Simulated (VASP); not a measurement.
# V (I4_1/amd) in VASP: a series of runs, part 2 of 2

VASP 6.6.1. The steps go on from the part before.

### Step 5. Single point, PBE

This run uses another cell than the first one, of 11.76 Å³/atom, 1.235 times its volume.

INCAR reads:

```
  ALGO = Normal
  EDIFF = 1E-7
  ENCUT = 520
  GGA = PE
  ISIF = 2
  ISMEAR = -1
  LASPH = T
  LCHARG = T
  LELF = T
  LREAL = F
  LVHAR = T
  LWAVE = F
  NBANDS = 20
  NELM = 60
  PREC = Accurate
  SIGMA = 0.05
```

KPOINTS reads:

```
k-points
0
Gamma
  17 17 17
```

POSCAR reads:

```
V
1.0
   -2.1844747439      2.1844747439      1.2318820128
    2.1844747439     -2.1844747439      1.2318820128
    2.1844747439      2.1844747439     -1.2318820128
V
2
Direct
   -0.3750000000     -0.1250000000     -0.2500000000
    0.3750000000      0.1250000000      0.2500000000
```

Potentials or basis: VASP PAW PBE potentials, release 64 (V_sv).

The run is started by

```bash
$ cat potpaw_PBE.64/V_sv/POTCAR > POTCAR
$ mpirun -np 1 vasp_std > vasp.out
```

OUTCAR:

```text
EDIFF = 1E-7
   ENCUT = 520
   GGA = PE
   ISIF = 2
   ISMEAR = -1
   LASPH = T
   LREAL = F
   NELM = 60
   PREC = Accurate

 ion  position               nearest neighbor table
   1  0.625  0.875  0.750-   2 2.27   2 2.27   2 2.27   2 2.27   2 2.86   2 2.86   2 2.86   2 2.86

   2  0.375  0.125  0.250-   1 2.27   1 2.27   1 2.27   1 2.27   1 2.86   1 2.86   1 2.86   1 2.86

  LATTYP: Found a body centered tetragonal cell.
 ALAT       =     4.3689494878
 C/A-ratio  =     0.5639259581

  Lattice vectors:

 A1 = (  -2.1844747439,   2.1844747439,   1.2318820128)
 A2 = (   2.1844747439,  -2.1844747439,   1.2318820128)
 A3 = (   2.1844747439,   2.1844747439,  -1.2318820128)

Analysis of symmetry for initial positions (statically):
=====================================================================
 Subroutine PRICEL returns:
 Original cell was already a primitive cell.

 Routine SETGRP: Setting up the symmetry group for a
 body centered tetragonal supercell.

 Subroutine GETGRP returns: Found 16 space group operations
 (whereof  4 operations were pure point group operations)
 out of a pool of 16 trial point group operations.

The static configuration has the point symmetry C_2h.
 The point group associated with its full space group is D_4h.

Analysis of symmetry for dynamics (positions and initial velocities):
=====================================================================
 Subroutine PRICEL returns:
 Original cell was already a primitive cell.

 Routine SETGRP: Setting up the symmetry group for a
 body centered tetragonal supercell.

 Subroutine GETGRP returns: Found 16 space group operations
 (whereof  4 operations were pure point group operations)
 out of a pool of 16 trial point group operations.

The dynamic configuration has the point symmetry C_2h.
 The point group associated with its full space group is D_4h.

 Subroutine INISYM returns: Found 16 space group operations
 (whereof  4 operations are pure point group operations),
 and found     1 'primitive' translations

----------------------------------------------------------------------------------------

                                     Primitive cell

  volume of cell :      23.5138

  direct lattice vectors                    reciprocal lattice vectors
    -2.184474744  2.184474744  1.231882013     0.000000000  0.228887975  0.405883027
     2.184474744 -2.184474744  1.231882013     0.228887975  0.000000000  0.405883027
     2.184474744  2.184474744 -1.231882013     0.228887975  0.228887975  0.000000000

  length of vectors
     3.325867271  3.325867271  3.325867271     0.465972892  0.465972892  0.323696478

  position of ions in fractional coordinates (direct lattice)
     0.625000000  0.875000000  0.750000000
     0.375000000  0.125000000  0.250000000

  ion indices of the primitive-cell ions
   primitive index   ion index
                 1           1
                 2           2

----------------------------------------------------------------------------------------

 KPOINTS: k-points

Automatic generation of k-mesh.
 Grid dimensions read from file:
 generate k-points for:   17   17   17

 Generating k-lattice:

  Cartesian coordinates                     Fractional coordinates (reciprocal lattice)
     0.000000000  0.013463999  0.023875472     0.058823529  0.000000000  0.000000000
     0.013463999  0.000000000  0.023875472     0.000000000  0.058823529  0.000000000
     0.013463999  0.013463999  0.000000000     0.000000000  0.000000000  0.058823529

  Length of vectors
     0.027410170  0.027410170  0.019040969

  Shift w.r.t. Gamma in fractional coordinates (k-lattice)
     0.000000000  0.000000000  0.000000000

 Subroutine IBZKPT returns following result:
 ===========================================

 Found    405 irreducible k-points:

 Following reciprocal coordinates:
            Coordinates               Weight
  0.000000  0.000000  0.000000      1.000000
  0.058824 -0.000000  0.000000      8.000000
  0.117647 -0.000000  0.000000      8.000000
  0.176471 -0.000000  0.000000      8.000000
  0.235294 -0.000000  0.000000      8.000000
  0.294118 -0.000000  0.000000      8.000000
[... 16 lines left out ...]
 -0.176471  0.058824 -0.000000     16.000000
 -0.117647  0.058824 -0.000000     16.000000
 [... further k-points ...]
   k-points           NKPTS =    405   k-points in BZ     NKDIM =    405   number of bands    NBANDS=     20
   number of dos      NEDOS =    301   number of ions     NIONS =      2
   total plane-waves  NPLWV =  21952
   dimension x,y,z NGX =    28 NGY =   28 NGZ =   28
   dimension x,y,z NGXF=    56 NGYF=   56 NGZF=   56
   ions per type =               2
   NGX,Y,Z   is equivalent  to a cutoff of  14.00, 14.00, 14.00 a.u.
   NGXF,Y,Z  is equivalent  to a cutoff of  27.99, 27.99, 27.99 a.u.
 SYSTEM =  unknown system
   PREC   = accura    normal or accurate (medium, high low for compatibility)
   ISTART =      0    job   : 0-new  1-cont  2-samecut
   ICHARG =      2    charge: 1-file 2-atom 10-const
   ISPIN  =      1    spin polarized calculation?
   LNONCOLLINEAR =      F non collinear calculations
   LSORBIT =      F    spin-orbit coupling
   LASPH  =      T    aspherical Exc in radial PAW
   ENCUT  =  520.0 eV  38.22 Ry    6.18 a.u.   6.18  6.18  6.18*2*pi/ulx,y,z
   NELM   =     60;   NELMIN=  2; NELMDL= -5     # of ELM steps
   EDIFF  = 0.1E-06   stopping-criterion for ELM
   LREAL  =      F    real-space projection
   EDIFFG = 0.1E-05   stopping-criterion for IOM
   NSW    =      0    number of steps for IOM
   IBRION =     -1    ionic relax: 0-MD 1-quasi-New 2-CG
   NFREE  =      0    steps in history (QN), initial steepest desc. (CG)
   ISIF   =      2    stress and relaxation
   ISYM   =      2    0-nonsym 1-usesym 2-fastsym
   POTIM  = 0.5000    time-step for ionic-motion
   TEBEG  =    0.0;   TEEND  =   0.0 temperature during run
   PSTRESS=    0.0 pullay stress
   NELECT =      26.0000    total number of electrons
   NUPDOWN=      -1.0000    fix difference up-down
   EMIN   =  10.00;   EMAX   =-10.00  energy-range for DOS
   EFERMI =   0.00;   METHOD = LEGACY
   ISMEAR =    -1;   SIGMA  =   0.05  broadening in eV -4-tet -1-fermi 0-gaus
   EFERMI_NEDOS =   21; number of points for ismear=-14 and -15
   IALGO  =     38    algorithm
   IMIX   =      4    mixing-type and parameters
     AMIX     =   0.40;   BMIX     =  1.00
     AMIX_MAG =   1.60;   BMIX_MAG =  1.00
  volume/ion in A,a.u.               =      11.76        79.34
  Fermi-wavevector in a.u.,A,eV,Ry     =   1.692875  3.199070 38.991927  2.865826
  Thomas-Fermi vector in A             =   2.774383
   LORBIT       =      0    0 simple, 1 ext, 2 COOP (PROOUT), +10 PAW based schemes
   GGA     = PE    functional components
   LHFCALC =     F    Hartree Fock is set to
   AEXX    =    0.0000 exact exchange contribution
   IVDW    =     0    specifies the selected vdW correction
   LEPSILON=     F    determine dielectric tensor
   LRPA    =     F    only Hartree local field effects (RPA)
 non-spin polarized calculation
  energy-cutoff  :      520.00
  volume of cell :       23.51
 maximum number of plane-waves:       652
 NGX is ok and might be reduce to    28
   NGX = 13   NGY = 13   NGZ = 13

 number of electron      26.0000003 magnetization

 Free energy of the ion-electron system (eV)
  ---------------------------------------------------
  ext. energy  EPLUGINS =         0.00000000
  ---------------------------------------------------
  free energy    TOTEN  =       -16.57636759 eV

  energy without entropy =      -16.55928464  energy(sigma->0) =      -16.56782611

 E-fermi :  11.9490     XC(G=0): -13.5819

 val. band max:       11.9417943597   @ k =  -0.4118  -0.4118   0.4118
 cond. band min:      11.9515465488   @ k =  -0.2353  -0.4118   0.0588
 fundamental gap:      0.0097521891
 Fermi energy:        11.9489555787

 k-point     1 :       0.0000    0.0000    0.0000
  band No.  band energies     occupation
      1     -52.1422      2.00000
      2     -51.3970      2.00000
      3     -26.4533      2.00000
      4     -26.4533      2.00000
      5     -25.1096      2.00000
      6     -25.0863      2.00000
[... 12 lines left out ...]
     19      17.2770      0.00000
     20      20.7128      0.00000

 k-point     2 :       0.0588   -0.0000    0.0000
  band No.  band energies     occupation
      1     -52.1314      2.00000
      2     -51.3975      2.00000
      3     -26.4508      2.00000
      4     -26.4347      2.00000
      5     -25.1473      2.00000
      6     -25.1241      2.00000
[... 498 lines left out ...]
 k-point    24 :      -0.1176    0.0588   -0.0000
  band No.  band energies     occupation
      1     -52.1190      2.00000
      2     -51.4100      2.00000
      3     -26.4465      2.00000
      4     -26.3988      2.00000
      5     -25.1759      2.00000
      6     -25.1213      2.00000
[... 12 lines left out ...]
     19      16.8117      0.00000
     20      20.4929      0.00000

 [... further k-points ...]
[... 5 lines left out ...]
  --------------------------------------------------------------------------------------
  -------------------------------------------------------------------------------------
  Total        5.6835235      5.6835235      5.5960245      0.0000000     -0.0000000      0.0000000
  in kB      387.2621746    387.2621746    381.3001947      0.0000000     -0.0000000      0.0000000
  external PRESSURE =     385.2748480 kB  Pullay stress =       0.0000000 kB

 VOLUME and BASIS-vectors are now :
 -----------------------------------------------------------------------------
  energy-cutoff  :      520.00
  volume of cell :       23.51
      direct lattice vectors                 reciprocal lattice vectors
    -2.184474744  2.184474744  1.231882013     0.000000000  0.228887975  0.405883027
     2.184474744 -2.184474744  1.231882013     0.228887975  0.000000000  0.405883027
     2.184474744  2.184474744 -1.231882013     0.228887975  0.228887975  0.000000000

 POSITION                                       TOTAL-FORCE (eV/Angst)
 -----------------------------------------------------------------------------------
      2.18447      1.09224      0.92391        -0.000000      0.000000     -0.000000
      0.00000      1.09224      0.30797         0.000000     -0.000000      0.000000
 -----------------------------------------------------------------------------------
    total drift:                                0.000000      0.000000     -0.000000

  FREE ENERGIE OF THE ION-ELECTRON SYSTEM (eV)
  ---------------------------------------------------
  free  energy   TOTEN  =       -16.5763675854 eV

  energy  without entropy=      -16.5592846357  energy(sigma->0) =      -16.56782611
```

OSZICAR:

```text
N       E                     dE             d eps       ncg     rms          rms(c)
DAV:   1     0.326607085832E+03    0.32661E+03   -0.16357E+04 16200   0.157E+03
DAV:   2    -0.896039682261E+01   -0.33557E+03   -0.32857E+03 16692   0.501E+02
DAV:   3    -0.180886416356E+02   -0.91282E+01   -0.89887E+01 17540   0.100E+02
DAV:   4    -0.181730145624E+02   -0.84373E-01   -0.84264E-01 16740   0.986E+00
DAV:   5    -0.181741348335E+02   -0.11203E-02   -0.11203E-02 17184   0.110E+00    0.318E+01
DAV:   6    -0.166217895540E+02    0.15523E+01   -0.56634E+00 16644   0.253E+01    0.814E+00
DAV:   7    -0.165825680309E+02    0.39222E-01   -0.17546E-01 18132   0.365E+00    0.279E+00
DAV:   8    -0.165770257997E+02    0.55422E-02   -0.25756E-02 16312   0.209E+00    0.155E-01
DAV:   9    -0.165763778864E+02    0.64791E-03   -0.22014E-03 16748   0.589E-01    0.430E-02
DAV:  10    -0.165763698156E+02    0.80709E-05   -0.31070E-05 16728   0.643E-02    0.193E-02
DAV:  11    -0.165763676675E+02    0.21481E-05   -0.95972E-06 16852   0.331E-02    0.225E-03
DAV:  12    -0.165763674899E+02    0.17755E-06   -0.27050E-07 13164   0.703E-03    0.844E-04
DAV:  13    -0.165763675854E+02   -0.95453E-07   -0.16802E-08  8312   0.173E-03
   1 F= -.16576368E+02 E0= -.16567826E+02  d E =-.170829E-01
```

stdout:

```text
POSCAR found type information on POSCAR V
 POSCAR found :  1 types and       2 ions
 scaLAPACK will be used
 LDA part: xc-table for (Slater+PW92), standard interpolation
 POSCAR, INCAR and KPOINTS ok, starting setup
 FFT: planning ... GRIDC
 FFT: planning ... GRID_SOFT
 FFT: planning ... GRID
 WAVECAR not read
 entering main loop
```

It took 82 s on 1 thread of Intel Xeon 6975P-C (Granite Rapids), shared host; peak memory 0.27 GiB.

Results:

```yaml
Free_energy: -16.5764 eV
Pressure: 38.5 GPa
Band_gap_on_the_k_mesh: zero (band 13 reaches 12.43 eV, above the bottom of band 14 at 11.43 eV)
```

### Step 6. Overview

| cell | gap on the mesh (eV) | pressure (GPa) |
| --- | --- | --- |
| a = 3.090 Å, angles 98.1, 98.1, 135.9°, 2 atoms | none | 126.7 |
| a = 3.211 Å, angles 98.0, 98.0, 136.1°, 2 atoms | none | 72.9 |
| a = 3.326 Å, angles 97.9, 97.9, 136.5°, 2 atoms | none | 38.5 |

Alike in all rows: task single point; level PBE; potentials or basis VASP PAW PBE potentials, release 64 (V_sv); no spin polarisation; k mesh 17 × 17 × 17; cutoff (eV) 520; smearing fermi-dirac 0.05 eV.

Total energies depend on the potentials used, so only differences within one code and one set of settings carry meaning.
